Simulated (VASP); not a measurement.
# EuS3 (Pm-3m) in VASP: single point with PBE

Aim: the single point of EuS3 with PBE.

Program: VASP 6.6.1. These are calculated values, not measurements. Logs are shortened: lines on timing, memory, paths and dates and some standing lists are left out, and cuts for length are marked.

### Step 1. The cell of the first run

It takes space group Pm-3m (No. 221, cubic). Conventional cell: a = 4.272 Å, b = 4.272 Å, c = 4.272 Å, α = 90.00°, β = 90.00°, γ = 90.00°. Eu (site symmetry m-3m) has 12 S at 3.02 Å within 4.0 Å. S (site symmetry 4/mmm) has 4 Eu at 3.02 Å and 8 S at 3.02 Å within 4.0 Å.

The cell was generated, and may not be a known phase.

### Step 2. Single point, PBE, collinear spin, ferromagnetic start

File INCAR:

```
SYSTEM = EuS3
PREC = Accurate ; ENCUT = 520
EDIFF = 1E-6 ; ISMEAR = 0
SIGMA = 0.1 ; LREAL = .FALSE.
LASPH = .TRUE. ; NELM = 150
ALGO = Normal ; ISIF = 2
LWAVE = .FALSE. ; LCHARG = .TRUE.
ISPIN = 2 ; MAGMOM = 7.13 0 0 0
LORBIT = 11 ; LMAXMIX = 6
GGA = PE ; LELF = .TRUE.
LVHAR = .TRUE. ; NBANDS = 30
```

File KPOINTS:

```
regular mesh
0
G
  12 12 12
  0 0 0
```

File POSCAR:

```
EuS3
1.0
    4.2716696107      0.0000000000      0.0000000000
    0.0000000000      4.2716696107      0.0000000000
    0.0000000000      0.0000000000      4.2716696107
Eu S
1 3
Direct
    0.0000000000      0.0000000000      0.0000000000
    0.5000000000      0.5000000000      0.0000000000
    0.5000000000      0.0000000000      0.5000000000
    0.0000000000      0.5000000000      0.5000000000
```

Potentials or basis: VASP PAW PBE potentials, release 64 (Eu, S).

The run is started by

```console
$ cat potpaw_PBE.64/Eu/POTCAR potpaw_PBE.64/S/POTCAR > POTCAR
$ mpirun -np 1 vasp_std > vasp.out
```

OUTCAR:

```text
SYSTEM = EuS3
   PREC = Accurate
   ENCUT = 520
   EDIFF = 1E-6
   ISMEAR = 0
   LREAL = .FALSE.
   LASPH = .TRUE.
   NELM = 150
   ISIF = 2
   ISPIN = 2
   LORBIT = 11
   GGA = PE

 ion  position               nearest neighbor table
   1  0.000  0.000  0.000-   2 3.02   3 3.02   4 3.02   3 3.02   4 3.02   2 3.02   4 3.02   4 3.02
                             2 3.02   3 3.02   3 3.02   2 3.02
   2  0.500  0.500  0.000-   1 3.02   1 3.02   1 3.02   1 3.02
   3  0.500  0.000  0.500-   1 3.02   1 3.02   1 3.02   1 3.02
   4  0.000  0.500  0.500-   1 3.02   1 3.02   1 3.02   1 3.02

  LATTYP: Found a simple cubic cell.
 ALAT       =     4.2716696107

  Lattice vectors:

 A1 = (   4.2716696107,   0.0000000000,   0.0000000000)
 A2 = (   0.0000000000,   4.2716696107,   0.0000000000)
 A3 = (   0.0000000000,   0.0000000000,   4.2716696107)

Analysis of symmetry for initial positions (statically):
=====================================================================
 Subroutine PRICEL returns:
 Original cell was already a primitive cell.

 Routine SETGRP: Setting up the symmetry group for a
 simple cubic supercell.

 Subroutine GETGRP returns: Found 48 space group operations
 (whereof 48 operations were pure point group operations)
 out of a pool of 48 trial point group operations.

The static configuration has the point symmetry O_h .

Analysis of symmetry for dynamics (positions and initial velocities):
=====================================================================
 Subroutine PRICEL returns:
 Original cell was already a primitive cell.

 Routine SETGRP: Setting up the symmetry group for a
 simple cubic supercell.

 Subroutine GETGRP returns: Found 48 space group operations
 (whereof 48 operations were pure point group operations)
 out of a pool of 48 trial point group operations.

The dynamic configuration has the point symmetry O_h .

Analysis of structural, dynamic, and magnetic symmetry:
=====================================================================
 Subroutine PRICEL returns:
 Original cell was already a primitive cell.

 Routine SETGRP: Setting up the symmetry group for a
 simple cubic supercell.

 Subroutine GETGRP returns: Found 48 space group operations
 (whereof 48 operations were pure point group operations)
 out of a pool of 48 trial point group operations.

The overall configuration has the point symmetry O_h .

 Subroutine INISYM returns: Found 48 space group operations
[... 129 lines left out ...]
   IVDW    =     0    specifies the selected vdW correction
   LEPSILON=     F    determine dielectric tensor
   LRPA    =     F    only Hartree local field effects (RPA)
 spin polarized calculation
 Gauss-broadening in eV      SIGMA  =   0.10
  energy-cutoff  :      520.00
  volume of cell :       77.95
 maximum number of plane-waves:      2176
 NGX is ok and might be reduce to    32
   NGX = 15   NGY = 15   NGZ = 15

 number of electron      34.9999997 magnetization       6.2359202

 Free energy of the ion-electron system (eV)
  ---------------------------------------------------
  ext. energy  EPLUGINS =         0.00000000
  ---------------------------------------------------
  free energy    TOTEN  =       -26.03719678 eV

  energy without entropy =      -26.01244637  energy(sigma->0) =      -26.02482158

 E-fermi :   5.4610     XC(G=0): -10.7322

 val. band max:        5.4588692419   @ k =   0.5000   0.2500   0.1667
 cond. band min:       5.4641093982   @ k =   0.4167   0.0833   0.0000
 fundamental gap:      0.0052401563
 Fermi energy:         5.4610113435

 spin component 1

 k-point     1 :       0.0000    0.0000    0.0000
  band No.  band energies     occupation
      1     -35.6768      1.00000
      2     -14.3309      1.00000
      3     -14.3309      1.00000
      4     -14.3309      1.00000
      5      -9.0890      1.00000
      6      -5.7507      1.00000
[... 757 lines left out ...]
     28      11.9196      0.00000
     29      13.5301      0.00000

 [... further k-points ...]

 spin component 2

 k-point     1 :       0.0000    0.0000    0.0000
  band No.  band energies     occupation
      1     -32.7216      1.00000
      2     -12.2358      1.00000
      3     -12.2358      1.00000
      4     -12.2358      1.00000
      5      -9.1649      1.00000
      6      -5.8748      1.00000
[... 757 lines left out ...]
     28      12.7480      0.00000
     29      14.0348      0.00000

 [... further k-points ...]

 [bands above 29 left out]

------------------------ aborting loop because EDIFF is reached ----------------------------------------

  FORCE on cell =-STRESS in cart. coord.  units (eV):
  Direction    XX          YY          ZZ          XY          YZ          ZX
  --------------------------------------------------------------------------------------
  -------------------------------------------------------------------------------------
  Total       -0.0625387     -0.0625387     -0.0625387     -0.0000000     -0.0000000      0.0000000
  in kB       -1.2854834     -1.2854834     -1.2854834     -0.0000000     -0.0000000      0.0000000
  external PRESSURE =      -1.2854834 kB  Pullay stress =       0.0000000 kB

 VOLUME and BASIS-vectors are now :
 -----------------------------------------------------------------------------
  energy-cutoff  :      520.00
  volume of cell :       77.95
      direct lattice vectors                 reciprocal lattice vectors
     4.271669611  0.000000000  0.000000000     0.234100502  0.000000000  0.000000000
     0.000000000  4.271669611  0.000000000     0.000000000  0.234100502  0.000000000
     0.000000000  0.000000000  4.271669611     0.000000000  0.000000000  0.234100502

 POSITION                                       TOTAL-FORCE (eV/Angst)
 -----------------------------------------------------------------------------------
      0.00000      0.00000      0.00000         0.000000      0.000000      0.000000
      2.13583      2.13583      0.00000         0.000000      0.000000      0.000000
      2.13583      0.00000      2.13583         0.000000      0.000000      0.000000
      0.00000      2.13583      2.13583         0.000000      0.000000      0.000000
 -----------------------------------------------------------------------------------
    total drift:                                0.000000     -0.000000     -0.000000

  FREE ENERGIE OF THE ION-ELECTRON SYSTEM (eV)
  ---------------------------------------------------
  free  energy   TOTEN  =       -26.0371967835 eV

  energy  without entropy=      -26.0124463714  energy(sigma->0) =      -26.02482158

 total charge

# of ion       s       p       d       f       tot
--------------------------------------------------
    1        2.026   5.734   0.382   6.493  14.635
    2        1.397   2.201   0.000   0.000   3.598
    3        1.397   2.201   0.000   0.000   3.598
    4        1.397   2.201   0.000   0.000   3.598
--------------------------------------------------
tot          6.216  12.337   0.382   6.493  25.428

 magnetization (x)

# of ion       s       p       d       f       tot
--------------------------------------------------
    1       -0.014  -0.112   0.055   6.408   6.338
    2       -0.002  -0.086   0.000   0.000  -0.088
    3       -0.002  -0.086   0.000   0.000  -0.088
    4       -0.002  -0.086   0.000   0.000  -0.088
--------------------------------------------------
tot         -0.021  -0.369   0.055   6.408   6.073
```

It took 10 min on 1 thread of Intel Xeon 8259CL, shared host; peak memory 0.43 GiB.

What came out:

```
Free energy                                           : -26.0372 eV
Pressure                                              : -0.1 GPa
Net moment                                            : 6.24 μB per cell
Site moments                                          : Eu +6.34; S -0.09 μB
Valence electrons inside the program's atomic spheres : Eu 14.63; S 3.60
```

Caveat: spin-orbit coupling is left out, which moves the levels of the heavy elements; a cell with one magnetic atom can't hold antiferromagnetic order, which such compounds often take; semilocal functionals describe open f shells poorly, which spoils levels, moments and volumes.
